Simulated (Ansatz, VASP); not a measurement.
**One calculation of NaNbGaP3O12, two programs**

```
Na Nb Ga P O
1.0
     4.33235    2.50128    7.51552
    -4.33235    2.50128    7.51552
     0.00000   -5.00257    7.51552
Na Nb Ga P O
2 2 2 6 24
Cartesian
  0.0000 0.0000 11.3552
  0.0000 0.0000 0.0819
  0.0000 0.0000 8.0049
  0.0000 0.0000 19.2782
  0.0000 0.0000 14.6083
  0.0000 0.0000 3.3350
  3.1389 -0.3051 9.3653
  -1.3052 2.8709 9.3653
  -1.8337 -2.5658 9.3653
  1.1935 -2.8064 13.1231
  1.8337 2.4368 13.1231
  -3.0271 0.3696 13.1231
  -0.6057 1.5492 15.6409
  -1.0388 -1.2992 15.6409
  1.6445 -0.2500 15.6409
  0.6057 -3.4533 11.8831
  2.6878 2.2512 11.8831
  -3.2935 1.2021 11.8831
  0.6132 -1.5149 6.8794
  1.0053 1.2884 6.8794
  -1.6185 0.2264 6.8794
  -0.6132 3.4877 10.6372
  -2.7139 -2.2749 10.6372
  3.3270 -1.2129 10.6372
  -1.5364 0.1765 13.3195
  0.6154 -1.4188 13.3195
  0.9210 1.2423 13.3195
  -2.7960 2.6777 9.5618
  -0.9210 -3.7602 9.5618
  3.7170 1.0825 9.5618
  1.5705 -0.1989 9.2329
  -0.6130 1.4595 9.2329
  -0.9575 -1.2606 9.2329
  2.7619 -2.7002 12.9907
  0.9575 3.7420 12.9907
  -3.7194 -1.0418 12.9907
```

Alike in both runs: task electric field gradients; functional PBE; k mesh 3 × 3 × 3; occupations fermi-dirac, width 0.02 eV; no spin polarisation.

```csv
,VASP,Ansatz
version,VASP 6.6.1,Ansatz 0.2.0
potentials or method,"VASP PAW PBE potentials, release 64 (Na_pv, Nb_sv, Ga_d, P, O)","plane-wave PAW, scalar-relativistic"
plane-wave cutoff (eV),520,420
valence electrons in the cell,240,244
```

```csv
,VASP,Ansatz,Ansatz less VASP
gap on the k mesh at the Fermi level (eV),2.61,2.63,+0.016
pressure (GPa),-1.7,-1.2,+0.51
"traceless stress, the component that is largest in VASP (GPa)",-0.42,-0.39,+0.030
rms of the force components (eV/Å),0.161,0.182,+0.0206
size of Vzz on the site where it differs most (V/Å²),92.2,95.3,+3.17
```

Atom by atom the forces differ by 0.044 eV/Å (rms over components). VASP's potentials hold 240 valence electrons a cell and Ansatz's 244, so a difference there can come from the potentials and not from the codes.
